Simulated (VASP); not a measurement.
# Si13Ge3 (P1) in VASP: single point with PBEsol

Aim: the single point of Si13Ge3 with PBEsol.

Everything below comes from runs of VASP 6.6.1. Logs are shortened: lines on timing, memory, paths and dates and some standing lists are left out, and cuts for length are marked.

## (1) The cell of the first run

The typed cell holds 64 atoms: a = 10.946 Å, b = 10.946 Å, c = 10.946 Å, α = 90.00°, β = 90.00°, γ = 90.00°.

## (2) Single point, PBEsol

INCAR

```
SYSTEM = Si13Ge3
ALGO     = Normal         ! electronic algorithm
EDIFF    = 1E-7           ! SCF threshold, eV
ENCUT    = 520            ! plane-wave cutoff, eV
GGA      = PS             ! functional
ISIF     = 2              ! what is computed and relaxed
ISMEAR   = -1             ! smearing method
ISYM     = 0            
LASPH    = .TRUE.         ! aspherical terms in the spheres
LCHARG   = .FALSE.        ! write CHGCAR
LREAL    = Auto         
LWAVE    = .FALSE.        ! write WAVECAR
NBANDS   = 226            ! bands
NELM     = 100            ! most SCF steps
PREC     = Accurate       ! precision mode
SIGMA    = 0.05           ! smearing width, eV
```

KPOINTS

```
Automatic mesh
0
Gamma
  1 1 1
  0.25 0.25 0.25
```

POSCAR

```
Si13Ge3
1.0
   10.9462991889      0.0000000000      0.0000000000
    0.0000000000     10.9462991889      0.0000000000
    0.0000000000      0.0000000000     10.9462991889
Si Ge
52 12
Direct
    0.9988740000      0.0021830000      0.0010420000
    0.9968960000      0.4966540000      0.9973240000
    0.0020780000      0.5003210000      0.4986160000
    0.5006810000      0.9998590000      0.9999210000
    0.4980990000      0.0012670000      0.5024960000
    0.5003540000      0.4987120000      0.9999150000
    0.1239750000      0.1266060000      0.1246550000
    0.1275570000      0.1266830000      0.6272610000
    0.1250610000      0.6247360000      0.6251400000
    0.6233580000      0.1273420000      0.1224590000
    0.6237810000      0.1260390000      0.6245370000
    0.6252470000      0.6236360000      0.1250710000
    0.6269030000      0.6268440000      0.6283380000
    0.2500770000      0.2499470000      0.0002250000
    0.2478290000      0.2486420000      0.4986170000
    0.2506300000      0.7493240000      0.5011500000
    0.7495620000      0.2511250000      0.9998710000
    0.7480230000      0.2484840000      0.4978930000
    0.7492000000      0.7487370000      0.0000260000
    0.7510290000      0.7470710000      0.5023620000
    0.3757140000      0.3742190000      0.1252420000
    0.3794440000      0.8757820000      0.1253870000
    0.3750830000      0.8751720000      0.6256730000
    0.8745750000      0.3747420000      0.1248520000
    0.8743890000      0.8753320000      0.1214660000
    0.8747080000      0.8714320000      0.6250460000
    0.2527130000      0.0022570000      0.7486350000
    0.2519370000      0.4964170000      0.2517080000
    0.2478630000      0.5011960000      0.7519690000
    0.7506730000      0.4991670000      0.2490620000
    0.7483960000      0.5008220000      0.7520400000
    0.3770030000      0.1275670000      0.3773230000
    0.3759700000      0.1246970000      0.8765130000
    0.3730900000      0.6261010000      0.3733430000
    0.3778830000      0.6226710000      0.8729200000
    0.8762720000      0.1281130000      0.3750850000
    0.8766070000      0.1276100000      0.8776300000
    0.8731230000      0.6224440000      0.3770680000
    0.8741200000      0.6243020000      0.8753710000
    0.9999670000      0.2515480000      0.2493960000
    0.0025510000      0.2488600000      0.7522160000
    0.9977640000      0.7467270000      0.7483130000
    0.5000300000      0.2499550000      0.2493360000
    0.5013720000      0.2486640000      0.7526060000
    0.4987040000      0.7472750000      0.2480320000
    0.5000770000      0.7501740000      0.7499090000
    0.1254810000      0.3743600000      0.3748690000
    0.1254850000      0.3749280000      0.8758760000
    0.1272750000      0.8738190000      0.3771740000
    0.6269730000      0.3735820000      0.3719150000
    0.6253330000      0.3751930000      0.8757070000
    0.6234610000      0.8732560000      0.8768890000
    0.0007810000      0.0000810000      0.5016160000
    0.5026850000      0.5017740000      0.4984100000
    0.1245690000      0.6195510000      0.1246400000
    0.2540800000      0.7498560000      0.9994420000
    0.3733100000      0.3736210000      0.6268240000
    0.8751520000      0.3744410000      0.6254290000
    0.2516960000      0.0005680000      0.2505830000
    0.7507190000      0.0023400000      0.2479540000
    0.7503860000      0.9996400000      0.7511150000
    0.9980690000      0.7506070000      0.2517210000
    0.1233690000      0.8769580000      0.8720170000
    0.6232100000      0.8727940000      0.3771760000
```

Potentials or basis: VASP PAW PBE potentials, release 64 (Si, Ge_d).

Launch:

```bash
$ cat potpaw_PBE.64/Si/POTCAR potpaw_PBE.64/Ge_d/POTCAR > POTCAR
$ mpirun -np 1 vasp_std > vasp.out
```

OUTCAR:

```text
SYSTEM = Si13Ge3
   EDIFF = 1E-7
   ENCUT = 520
   GGA = PS
   ISIF = 2
   ISMEAR = -1
   ISYM = 0
   LASPH = .TRUE.
   LREAL = Auto
   NELM = 100
   PREC = Accurate

 ion  position               nearest neighbor table
   1  0.999  0.002  0.001-  37 2.35  25 2.35   7 2.36  63 2.39
   2  0.997  0.497  0.997-  24 2.35  48 2.35  39 2.35  55 2.39
   3  0.002  0.500  0.499-  38 2.36  47 2.36   9 2.36  58 2.40
   4  0.501  1.000  1.000-  22 2.34  52 2.35  10 2.36  33 2.36
   5  0.498  0.001  0.502-  23 2.35  11 2.35  32 2.35  64 2.39
   6  0.500  0.499  1.000-  51 2.36  35 2.36  21 2.37  12 2.37
[... 56 lines left out ...]
  63  0.123  0.877  0.872-  27 2.39   1 2.39  42 2.40  56 2.43
  64  0.623  0.873  0.377-  20 2.39   5 2.39  45 2.40  60 2.44

IMPORTANT INFORMATION: All symmetrisations will be switched off!
NOSYMM: (Re-)initialisation of all symmetry stuff for point group C_1.

----------------------------------------------------------------------------------------

                                     Primitive cell

  volume of cell :    1311.6016

  direct lattice vectors                    reciprocal lattice vectors
    10.946299189  0.000000000  0.000000000     0.091355077  0.000000000  0.000000000
     0.000000000 10.946299189  0.000000000     0.000000000  0.091355077  0.000000000
     0.000000000  0.000000000 10.946299189     0.000000000  0.000000000  0.091355077

  length of vectors
    10.946299189 10.946299189 10.946299189     0.091355077  0.091355077  0.091355077

  position of ions in fractional coordinates (direct lattice)
     0.998874000  0.002183000  0.001042000
     0.996896000  0.496654000  0.997324000
     0.002078000  0.500321000  0.498616000
     0.500681000  0.999859000  0.999921000
     0.498099000  0.001267000  0.502496000
     0.500354000  0.498712000  0.999915000
[... 56 lines left out ...]
     0.123369000  0.876958000  0.872017000
     0.623210000  0.872794000  0.377176000

  ion indices of the primitive-cell ions
   primitive index   ion index
                 1           1
                 2           2
                 3           3
                 4           4
                 5           5
                 6           6
[... 56 lines left out ...]
                63          63
                64          64

----------------------------------------------------------------------------------------

 KPOINTS: Automatic mesh

Automatic generation of k-mesh.
 Grid dimensions read from file:
 generate k-points for:    1    1    1

 Generating k-lattice:

  Cartesian coordinates                     Fractional coordinates (reciprocal lattice)
     0.091355077  0.000000000  0.000000000     1.000000000  0.000000000  0.000000000
     0.000000000  0.091355077  0.000000000     0.000000000  1.000000000  0.000000000
     0.000000000  0.000000000  0.091355077     0.000000000  0.000000000  1.000000000

  Length of vectors
     0.091355077  0.091355077  0.091355077

  Shift w.r.t. Gamma in fractional coordinates (k-lattice)
     0.250000000  0.250000000  0.250000000

 Subroutine IBZKPT returns following result:
 ===========================================

 Found      4 irreducible k-points:

 Following reciprocal coordinates:
            Coordinates               Weight
  0.250000  0.250000  0.250000      2.000000
 -0.250000  0.250000  0.250000      2.000000
 -0.250000 -0.250000  0.250000      2.000000
  0.250000 -0.250000  0.250000      2.000000
   k-points           NKPTS =      4   k-points in BZ     NKDIM =      4   number of bands    NBANDS=    226
   number of dos      NEDOS =    301   number of ions     NIONS =     64
   total plane-waves  NPLWV = 592704
   dimension x,y,z NGX =    84 NGY =   84 NGZ =   84
   dimension x,y,z NGXF=   168 NGYF=  168 NGZF=  168
   ions per type =              52  12
   NGX,Y,Z   is equivalent  to a cutoff of  12.76, 12.76, 12.76 a.u.
   NGXF,Y,Z  is equivalent  to a cutoff of  25.51, 25.51, 25.51 a.u.
 SYSTEM =  Si13Ge3
   PREC   = accura    normal or accurate (medium, high low for compatibility)
   ISTART =      0    job   : 0-new  1-cont  2-samecut
   ICHARG =      2    charge: 1-file 2-atom 10-const
   ISPIN  =      1    spin polarized calculation?
   LNONCOLLINEAR =      F non collinear calculations
   LSORBIT =      F    spin-orbit coupling
   LASPH  =      T    aspherical Exc in radial PAW
   ENCUT  =  520.0 eV  38.22 Ry    6.18 a.u.  20.35 20.35 20.35*2*pi/ulx,y,z
   NELM   =    100;   NELMIN=  2; NELMDL= -5     # of ELM steps
   EDIFF  = 0.1E-06   stopping-criterion for ELM
   LREAL  =      T    real-space projection
   EDIFFG = 0.1E-05   stopping-criterion for IOM
   NSW    =      0    number of steps for IOM
   IBRION =     -1    ionic relax: 0-MD 1-quasi-New 2-CG
   NFREE  =      0    steps in history (QN), initial steepest desc. (CG)
   ISIF   =      2    stress and relaxation
   ISYM   =      0    0-nonsym 1-usesym 2-fastsym
   POTIM  = 0.5000    time-step for ionic-motion
   TEBEG  =    0.0;   TEEND  =   0.0 temperature during run
   PSTRESS=    0.0 pullay stress
   NELECT =     376.0000    total number of electrons
   NUPDOWN=      -1.0000    fix difference up-down
   EMIN   =  10.00;   EMAX   =-10.00  energy-range for DOS
   EFERMI =   0.00;   METHOD = LEGACY
   ISMEAR =    -1;   SIGMA  =   0.05  broadening in eV -4-tet -1-fermi 0-gaus
   EFERMI_NEDOS =   21; number of points for ismear=-14 and -15
   IALGO  =     38    algorithm
   IMIX   =      4    mixing-type and parameters
     AMIX     =   0.40;   BMIX     =  1.00
     AMIX_MAG =   1.60;   BMIX_MAG =  1.00
  volume/ion in A,a.u.               =      20.49       138.30
  Fermi-wavevector in a.u.,A,eV,Ry     =   1.079452  2.039869 15.853744  1.165217
  Thomas-Fermi vector in A             =   2.215418
   LORBIT       =      0    0 simple, 1 ext, 2 COOP (PROOUT), +10 PAW based schemes
   GGA     = PS    functional components
   LHFCALC =     F    Hartree Fock is set to
   AEXX    =    0.0000 exact exchange contribution
   IVDW    =     0    specifies the selected vdW correction
   LEPSILON=     F    determine dielectric tensor
   LRPA    =     F    only Hartree local field effects (RPA)
 non-spin polarized calculation
  energy-cutoff  :      520.00
  volume of cell :     1311.60
 maximum number of plane-waves:     35343
 NGX is ok and might be reduce to    84
   NGX = 41   NGY = 41   NGZ = 41

 number of electron     376.0000051 magnetization

 Free energy of the ion-electron system (eV)
  ---------------------------------------------------
  ext. energy  EPLUGINS =         0.00000000
  ---------------------------------------------------
  free energy    TOTEN  =      -357.64507582 eV

  energy without entropy =     -357.64492036  energy(sigma->0) =     -357.64499809

 E-fermi :   5.8226     XC(G=0):  -9.6791

 val. band max:        5.3202850624   @ k =  -0.2500  -0.2500   0.2500
 cond. band min:       6.3061453627   @ k =  -0.2500  -0.2500   0.2500
 fundamental gap:      0.9858603003
 Fermi energy:         5.8226258144

 k-point     1 :       0.2500    0.2500    0.2500
  band No.  band energies     occupation
      1     -18.7377      2.00000
      2     -18.7063      2.00000
      3     -18.7052      2.00000
      4     -18.7022      2.00000
      5     -18.6857      2.00000
      6     -18.6229      2.00000
[... 192 lines left out ...]
    199       7.4388      0.00000
    200       7.4653      0.00000

 k-point     2 :      -0.2500    0.2500    0.2500
  band No.  band energies     occupation
      1     -18.7377      2.00000
      2     -18.7063      2.00000
      3     -18.7052      2.00000
      4     -18.7022      2.00000
      5     -18.6857      2.00000
      6     -18.6229      2.00000
[... 192 lines left out ...]
    199       7.4133      0.00000
    200       7.4573      0.00000

 k-point     3 :      -0.2500   -0.2500    0.2500
  band No.  band energies     occupation
      1     -18.7377      2.00000
      2     -18.7063      2.00000
      3     -18.7052      2.00000
      4     -18.7022      2.00000
      5     -18.6857      2.00000
      6     -18.6229      2.00000
[... 192 lines left out ...]
    199       7.4032      0.00000
    200       7.4208      0.00000

 k-point     4 :       0.2500   -0.2500    0.2500
  band No.  band energies     occupation
      1     -18.7377      2.00000
      2     -18.7063      2.00000
      3     -18.7052      2.00000
      4     -18.7022      2.00000
      5     -18.6857      2.00000
      6     -18.6229      2.00000
[... 192 lines left out ...]
    199       7.4248      0.00000
    200       7.4503      0.00000
 [bands above 200 left out]

------------------------ aborting loop because EDIFF is reached ----------------------------------------

  FORCE on cell =-STRESS in cart. coord.  units (eV):
  Direction    XX          YY          ZZ          XY          YZ          ZX
  --------------------------------------------------------------------------------------
  -------------------------------------------------------------------------------------
  Total        0.2781489      0.2532551      0.2859447     -0.5667706     -0.4012246     -0.4875703
  in kB        0.3397708      0.3093619      0.3492937     -0.6923345     -0.4901130     -0.5955880
  external PRESSURE =       0.3328088 kB  Pullay stress =       0.0000000 kB

 VOLUME and BASIS-vectors are now :
 -----------------------------------------------------------------------------
  energy-cutoff  :      520.00
  volume of cell :     1311.60
      direct lattice vectors                 reciprocal lattice vectors
    10.946299189  0.000000000  0.000000000     0.091355077  0.000000000  0.000000000
     0.000000000 10.946299189  0.000000000     0.000000000  0.091355077  0.000000000
     0.000000000  0.000000000 10.946299189     0.000000000  0.000000000  0.091355077

 POSITION                                       TOTAL-FORCE (eV/Angst)
 -----------------------------------------------------------------------------------
     10.93397      0.02390      0.01141         0.011895     -0.002160      0.024508
     10.91232      5.43652     10.91701         0.046748      0.011559      0.043956
      0.02275      5.47666      5.45800         0.014364      0.018283      0.012903
      5.48060     10.94476     10.94543         0.027204      0.039357      0.020269
      5.45234      0.01387      5.50047         0.011514      0.024213      0.011812
      5.47702      5.45905     10.94537         0.023466      0.018013      0.032922
[... 56 lines left out ...]
      1.35043      9.59944      9.54536        -0.023053      0.004653     -0.002515
      6.82184      9.55386      4.12868        -0.005274     -0.010838     -0.018498
 -----------------------------------------------------------------------------------
    total drift:                               -0.006130     -0.020124      0.005989

  FREE ENERGIE OF THE ION-ELECTRON SYSTEM (eV)
  ---------------------------------------------------
  free  energy   TOTEN  =      -357.6450758166 eV

  energy  without entropy=     -357.6449203604  energy(sigma->0) =     -357.64499809
```

Run time: 46 min. Hardware: 1 thread of Intel Xeon Platinum 8259CL at 2.50GHz (Skylake/Cascade Lake), shared host; peak memory 1.5 GiB.

Results:

| Quantity | Value |
| --- | --- |
| Free energy | -357.6451 eV |
| Pressure | 0.0 GPa |
| Largest force | 0.085 eV/Å |
| Band gap on the k mesh | 0.99 eV |

Forces on the atoms (eV/Å):
```
Si   0.012 -0.002  0.025
Si   0.047  0.012  0.044
Si   0.014  0.018  0.013
Si   0.027  0.039  0.020
Si   0.012  0.024  0.012
Si   0.023  0.018  0.033
Si  -0.027  0.004 -0.021
Si  -0.053 -0.046 -0.039
Si   0.004 -0.041 -0.038
Si  -0.031 -0.020 -0.005
Si  -0.023 -0.012 -0.006
Si  -0.016 -0.032 -0.032
Si  -0.031 -0.031 -0.066
Si   0.032  0.029  0.026
Si   0.045  0.051  0.052
Si   0.014  0.035  0.027
Si   0.026  0.032  0.035
Si   0.032  0.041  0.052
Si   0.023  0.030  0.005
Si   0.016  0.014  0.009
Si  -0.030 -0.020 -0.034
Si  -0.020 -0.021 -0.030
Si  -0.016 -0.036 -0.013
Si  -0.047 -0.032 -0.041
Si   0.012 -0.022  0.000
Si   0.003 -0.004  0.004
Si   0.027  0.012  0.027
Si   0.008  0.017  0.012
Si   0.024  0.020  0.006
Si   0.005  0.032  0.044
Si   0.025  0.011  0.036
Si  -0.021 -0.056 -0.049
Si  -0.032 -0.019 -0.038
Si   0.004 -0.029 -0.005
Si  -0.018  0.002 -0.007
Si  -0.020 -0.026 -0.038
Si  -0.036 -0.045 -0.054
Si  -0.008 -0.015 -0.023
Si  -0.044 -0.016 -0.022
Si   0.045  0.009  0.036
Si   0.020  0.030  0.025
Si   0.025  0.056  0.020
Si   0.041  0.027  0.016
Si   0.038  0.002  0.012
Si   0.033  0.030  0.045
Si   0.001  0.027  0.032
Si  -0.042 -0.019 -0.033
Si  -0.027 -0.038 -0.030
Si  -0.012 -0.022 -0.001
Si  -0.021 -0.023 -0.023
Si  -0.021 -0.038 -0.018
Si  -0.021 -0.025 -0.005
Ge   0.017  0.024  0.024
Ge   0.003  0.031  0.010
Ge   0.021  0.000  0.006
Ge   0.010 -0.019 -0.013
Ge  -0.029 -0.019 -0.012
Ge  -0.022 -0.017 -0.026
Ge   0.006  0.028  0.017
Ge   0.010  0.003  0.011
Ge   0.022  0.024  0.003
Ge  -0.027  0.016  0.005
Ge  -0.023  0.005 -0.003
Ge  -0.005 -0.011 -0.018
```

Caveat: the PAW data sets were made with another functional, which shifts forces and pressure a little; a shifted mesh leaves out Γ, where band edges can lie.
